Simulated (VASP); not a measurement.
# NaCl (Fmmm) in VASP: single point with PBEsol

Aim: the single point of NaCl with PBEsol.

Everything below comes from runs of VASP 6.6.1. Logs are shortened: lines on timing, memory, paths and dates and some standing lists are left out, and cuts for length are marked.

## (1) The cell of the first run

It takes space group Fmmm (No. 69, orthorhombic). Conventional cell: a = 5.593 Å, b = 5.663 Å, c = 5.734 Å, α = 90.00°, β = 90.00°, γ = 90.00°. Na (site symmetry mmm) has 6 Cl at 2.80 to 2.87 Å within 3.7 Å. Within 3.7 Å of Cl (site symmetry mmm) lie 6 Na at 2.80 to 2.87 Å.

## (2) Single point, PBEsol (strain +0.0125 x Voigt [1, -1, 0, 0, 0, 0])

INCAR reads:

```
SYSTEM = NaCl
  PREC = Accurate
  ENCUT = 520
  EDIFF = 1E-7
  ISMEAR = 0
  SIGMA = 0.05
  LREAL = .False.
  LASPH = .True.
  NELM = 80
  ALGO = Normal
  ISIF = 2
  LWAVE = .False.
  LCHARG = .False.
  GGA = PS
  NBANDS = 14
```

KPOINTS reads:

```
regular mesh
0
Gamma
  8 8 8
  0 0 0
```

POSCAR reads:

```
NaCl
1.0
    0.0000000000      2.7963531250      2.8317500000
    2.8671468750      0.0000000000      2.8317500000
    2.8671468750      2.7963531250      0.0000000000
Na Cl
1 1
Direct
    0.0000000000      0.0000000000      0.0000000000
    0.5000000000      0.5000000000      0.5000000000
```

Potentials or basis: VASP PAW PBE potentials, release 64 (Na_pv, Cl).

Command:

```sh
$ cat potpaw_PBE.64/Na_pv/POTCAR potpaw_PBE.64/Cl/POTCAR > POTCAR
$ mpirun -np 1 vasp_std > vasp.out
```

OUTCAR:

```text
SYSTEM = NaCl
   PREC = Accurate
   ENCUT = 520
   EDIFF = 1E-7
   ISMEAR = 0
   LREAL = .False.
   LASPH = .True.
   NELM = 80
   ISIF = 2
   GGA = PS

 ion  position               nearest neighbor table
   1  0.000  0.000  0.000-
   2  0.500  0.500  0.500-

  LATTYP: Found a face centered orthorhombic cell.
 ALAT       =     5.5927062500
 B/A-ratio  =     1.0126582278
 C/A-ratio  =     1.0253164557

  Lattice vectors:

 A1 = (  -2.8671468750,   0.0000000000,  -2.8317500000)
 A2 = (  -2.8671468750,   2.7963531250,   0.0000000000)
 A3 = (   0.0000000000,   2.7963531250,  -2.8317500000)

Analysis of symmetry for initial positions (statically):
=====================================================================
 Subroutine PRICEL returns:
 Original cell was already a primitive cell.

 Routine SETGRP: Setting up the symmetry group for a
 face centered orthorhombic supercell.

 Subroutine GETGRP returns: Found  8 space group operations
 (whereof  8 operations were pure point group operations)
 out of a pool of  8 trial point group operations.

The static configuration has the point symmetry D_2h.

Analysis of symmetry for dynamics (positions and initial velocities):
=====================================================================
 Subroutine PRICEL returns:
 Original cell was already a primitive cell.

 Routine SETGRP: Setting up the symmetry group for a
 face centered orthorhombic supercell.

 Subroutine GETGRP returns: Found  8 space group operations
 (whereof  8 operations were pure point group operations)
 out of a pool of  8 trial point group operations.

The dynamic configuration has the point symmetry D_2h.

 Subroutine INISYM returns: Found  8 space group operations
 (whereof  8 operations are pure point group operations),
 and found     1 'primitive' translations

----------------------------------------------------------------------------------------

                                     Primitive cell

  volume of cell :      45.4074

  direct lattice vectors                    reciprocal lattice vectors
     0.000000000  2.796353125  2.831750000    -0.174389392  0.178804313  0.176569259
     2.867146875  0.000000000  2.831750000     0.174389392 -0.178804313  0.176569259
     2.867146875  2.796353125  0.000000000     0.174389392  0.178804313 -0.176569259

  length of vectors
     3.979748593  4.029806356  4.005012110     0.305874722  0.305874722  0.305874722

  position of ions in fractional coordinates (direct lattice)
     0.000000000  0.000000000  0.000000000
     0.500000000  0.500000000  0.500000000

  ion indices of the primitive-cell ions
   primitive index   ion index
                 1           1
                 2           2

----------------------------------------------------------------------------------------

 KPOINTS: regular mesh

Automatic generation of k-mesh.
 Grid dimensions read from file:
 generate k-points for:    8    8    8

 Generating k-lattice:

  Cartesian coordinates                     Fractional coordinates (reciprocal lattice)
    -0.021798674  0.022350539  0.022071157     0.125000000  0.000000000  0.000000000
     0.021798674 -0.022350539  0.022071157     0.000000000  0.125000000  0.000000000
     0.021798674  0.022350539 -0.022071157     0.000000000  0.000000000  0.125000000

  Length of vectors
     0.038234340  0.038234340  0.038234340

  Shift w.r.t. Gamma in fractional coordinates (k-lattice)
     0.000000000  0.000000000  0.000000000

 Subroutine IBZKPT returns following result:
 ===========================================

 Found     95 irreducible k-points:

 Following reciprocal coordinates:
            Coordinates               Weight
  0.000000  0.000000  0.000000      1.000000
  0.125000  0.000000  0.000000      8.000000
  0.250000  0.000000  0.000000      8.000000
  0.375000  0.000000  0.000000      8.000000
  0.500000  0.000000  0.000000      4.000000
  0.125000  0.125000  0.000000      2.000000
[... 16 lines left out ...]
  0.250000  0.000000  0.125000      8.000000
  0.375000  0.000000  0.125000      8.000000
 [... further k-points ...]
   k-points           NKPTS =     95   k-points in BZ     NKDIM =     95   number of bands    NBANDS=     14
   number of dos      NEDOS =    301   number of ions     NIONS =      2
   total plane-waves  NPLWV =  27000
   dimension x,y,z NGX =    30 NGY =   30 NGZ =   30
   dimension x,y,z NGXF=    60 NGYF=   60 NGZF=   60
   ions per type =               1   1
   NGX,Y,Z   is equivalent  to a cutoff of  12.53, 12.38, 12.45 a.u.
   NGXF,Y,Z  is equivalent  to a cutoff of  25.06, 24.75, 24.91 a.u.
 SYSTEM =  NaCl
   PREC   = accura    normal or accurate (medium, high low for compatibility)
   ISTART =      0    job   : 0-new  1-cont  2-samecut
   ICHARG =      2    charge: 1-file 2-atom 10-const
   ISPIN  =      1    spin polarized calculation?
   LNONCOLLINEAR =      F non collinear calculations
   LSORBIT =      F    spin-orbit coupling
   LASPH  =      T    aspherical Exc in radial PAW
   ENCUT  =  520.0 eV  38.22 Ry    6.18 a.u.   7.40  7.49  7.45*2*pi/ulx,y,z
   NELM   =     80;   NELMIN=  2; NELMDL= -5     # of ELM steps
   EDIFF  = 0.1E-06   stopping-criterion for ELM
   LREAL  =      F    real-space projection
   EDIFFG = 0.1E-05   stopping-criterion for IOM
   NSW    =      0    number of steps for IOM
   IBRION =     -1    ionic relax: 0-MD 1-quasi-New 2-CG
   NFREE  =      0    steps in history (QN), initial steepest desc. (CG)
   ISIF   =      2    stress and relaxation
   ISYM   =      2    0-nonsym 1-usesym 2-fastsym
   POTIM  = 0.5000    time-step for ionic-motion
   TEBEG  =    0.0;   TEEND  =   0.0 temperature during run
   PSTRESS=    0.0 pullay stress
   NELECT =      14.0000    total number of electrons
   NUPDOWN=      -1.0000    fix difference up-down
   EMIN   =  10.00;   EMAX   =-10.00  energy-range for DOS
   EFERMI =   0.00;   METHOD = LEGACY
   ISMEAR =     0;   SIGMA  =   0.05  broadening in eV -4-tet -1-fermi 0-gaus
   EFERMI_NEDOS =   21; number of points for ismear=-14 and -15
   IALGO  =     38    algorithm
   IMIX   =      4    mixing-type and parameters
     AMIX     =   0.40;   BMIX     =  1.00
     AMIX_MAG =   1.60;   BMIX_MAG =  1.00
  volume/ion in A,a.u.               =      22.70       153.21
  Fermi-wavevector in a.u.,A,eV,Ry     =   1.105966  2.089973 16.642122  1.223161
  Thomas-Fermi vector in A             =   2.242461
   LORBIT       =      0    0 simple, 1 ext, 2 COOP (PROOUT), +10 PAW based schemes
   GGA     = PS    functional components
   LHFCALC =     F    Hartree Fock is set to
   AEXX    =    0.0000 exact exchange contribution
   IVDW    =     0    specifies the selected vdW correction
   LEPSILON=     F    determine dielectric tensor
   LRPA    =     F    only Hartree local field effects (RPA)
 non-spin polarized calculation
 Gauss-broadening in eV      SIGMA  =   0.05
  energy-cutoff  :      520.00
  volume of cell :       45.41
 maximum number of plane-waves:      1243
 NGX is ok and might be reduce to    30
   NGX = 15   NGY = 15   NGZ = 15

 number of electron      13.9999995 magnetization

 Free energy of the ion-electron system (eV)
  ---------------------------------------------------
  ext. energy  EPLUGINS =         0.00000000
  ---------------------------------------------------
  free energy    TOTEN  =        -6.99356653 eV

  energy without entropy =       -6.99356653  energy(sigma->0) =       -6.99356653

 E-fermi :  -0.5606     XC(G=0):  -8.2783

 val. band max:       -0.8459483304   @ k =   0.0000   0.0000   0.0000
 cond. band min:       4.0326919795   @ k =   0.0000   0.0000   0.0000
 fundamental gap:      4.8786403099
 Fermi energy:        -0.5606445267

 k-point     1 :       0.0000    0.0000    0.0000
  band No.  band energies     occupation
      1     -21.5305      2.00000
      2     -21.5288      2.00000
      3     -21.5274      2.00000
      4     -13.4720      2.00000
      5      -0.8665      2.00000
      6      -0.8547      2.00000
      7      -0.8459      2.00000
      8       4.0327      0.00000
      9      10.0383      0.00000
     10      10.1325      0.00000
     11      10.2267      0.00000
     12      12.1996      0.00000
     13      12.4667      0.00000
     14      13.6948      0.00000

 k-point     2 :       0.1250    0.0000    0.0000
  band No.  band energies     occupation
      1     -21.5335      2.00000
      2     -21.5300      2.00000
      3     -21.5281      2.00000
      4     -13.4255      2.00000
      5      -1.2302      2.00000
      6      -0.8989      2.00000
      7      -0.8932      2.00000
      8       4.5317      0.00000
      9       9.5595      0.00000
     10      10.2622      0.00000
     11      10.3838      0.00000
     12      11.9449      0.00000
     13      12.1679      0.00000
     14      14.6328      0.00000

 k-point     3 :       0.2500    0.0000    0.0000
  band No.  band energies     occupation
      1     -21.5435      2.00000
      2     -21.5311      2.00000
      3     -21.5288      2.00000
      4     -13.3100      2.00000
      5      -1.9622      2.00000
      6      -0.9949      2.00000
      7      -0.9869      2.00000
      8       5.5072      0.00000
      9       8.9710      0.00000
     10      10.3095      0.00000
     11      10.5058      0.00000
     12      12.2126      0.00000
     13      12.2984      0.00000
     14      14.5249      0.00000
[... 324 lines left out ...]
 k-point    23 :       0.2500    0.0000    0.1250
  band No.  band energies     occupation
      1     -21.5401      2.00000
      2     -21.5324      2.00000
      3     -21.5303      2.00000
      4     -13.3171      2.00000
      5      -1.8018      2.00000
      6      -1.0649      2.00000
      7      -1.0451      2.00000
      8       5.5437      0.00000
      9       8.7002      0.00000
     10      10.3531      0.00000
     11      10.6869      0.00000
     12      11.3782      0.00000
     13      12.7640      0.00000
     14      15.6631      0.00000

 k-point    24 :       0.3750    0.0000    0.1250
  band No.  band energies     occupation
      1     -21.5498      2.00000
      2     -21.5333      2.00000
      3     -21.5309      2.00000
      4     -13.2014      2.00000
      5      -2.3728      2.00000
      6      -1.1782      2.00000
      7      -1.1570      2.00000
      8       6.3356      0.00000
      9       8.6812      0.00000
     10       9.7459      0.00000
     11      10.4755      0.00000
     12      12.5132      0.00000
     13      13.9544      0.00000
     14      15.2155      0.00000

 [... further k-points ...]

------------------------ aborting loop because EDIFF is reached ----------------------------------------

  FORCE on cell =-STRESS in cart. coord.  units (eV):
  Direction    XX          YY          ZZ          XY          YZ          ZX
  --------------------------------------------------------------------------------------
  -------------------------------------------------------------------------------------
  Total       -0.3358537     -0.0766058     -0.2165236      0.0000000      0.0000000      0.0000000
  in kB      -11.8504233     -2.7029950     -7.6399222      0.0000000      0.0000000      0.0000000
  external PRESSURE =      -7.3977802 kB  Pullay stress =       0.0000000 kB

 VOLUME and BASIS-vectors are now :
 -----------------------------------------------------------------------------
  energy-cutoff  :      520.00
  volume of cell :       45.41
      direct lattice vectors                 reciprocal lattice vectors
     0.000000000  2.796353125  2.831750000    -0.174389392  0.178804313  0.176569259
     2.867146875  0.000000000  2.831750000     0.174389392 -0.178804313  0.176569259
     2.867146875  2.796353125  0.000000000     0.174389392  0.178804313 -0.176569259

 POSITION                                       TOTAL-FORCE (eV/Angst)
 -----------------------------------------------------------------------------------
      0.00000      0.00000      0.00000         0.000000      0.000000      0.000000
      2.86715      2.79635      2.83175         0.000000     -0.000000      0.000000
 -----------------------------------------------------------------------------------
    total drift:                               -0.000000      0.000000      0.000000

  FREE ENERGIE OF THE ION-ELECTRON SYSTEM (eV)
  ---------------------------------------------------
  free  energy   TOTEN  =        -6.9935665311 eV

  energy  without entropy=       -6.9935665311  energy(sigma->0) =       -6.99356653
```

Run time: 51 s. Hardware: 1 thread of Intel Xeon Platinum 8259CL at 2.50GHz (Skylake/Cascade Lake), shared host; peak memory 0.19 GiB.

Results:

| Item | Value |
| --- | --- |
| Free energy | -6.9936 eV |
| Pressure | -0.7 GPa |
| Band gap on the k mesh | 4.88 eV, direct |

Stress tensor (GPa, compression positive):
```
-1.19  0.00  0.00
 0.00 -0.27  0.00
 0.00  0.00 -0.76
```

Levels at points of the mesh, in eV from the valence-band top:
```csv
k point,band 5,band 6,band 7,band 8,band 9,band 10
"(0.00, 0.00, 0.00)",-0.02,-0.01,0.00,4.88,10.88,10.98
"(0.50, 0.00, 0.00)",-1.94,-0.29,-0.26,7.05,10.39,10.72
"(0.50, 0.50, 0.00)",-1.68,-0.65,-0.57,7.39,7.90,11.03
"(0.50, 0.00, 0.50)",-1.67,-0.65,-0.61,7.40,7.85,11.15
"(0.00, 0.50, 0.50)",-1.69,-0.60,-0.56,7.40,7.94,10.92
```

Caveat: the cell differs from its parent crystal (strain +0.0125 x Voigt [1, -1, 0, 0, 0, 0]); the PAW data sets were made with another functional, which shifts forces and pressure a little.
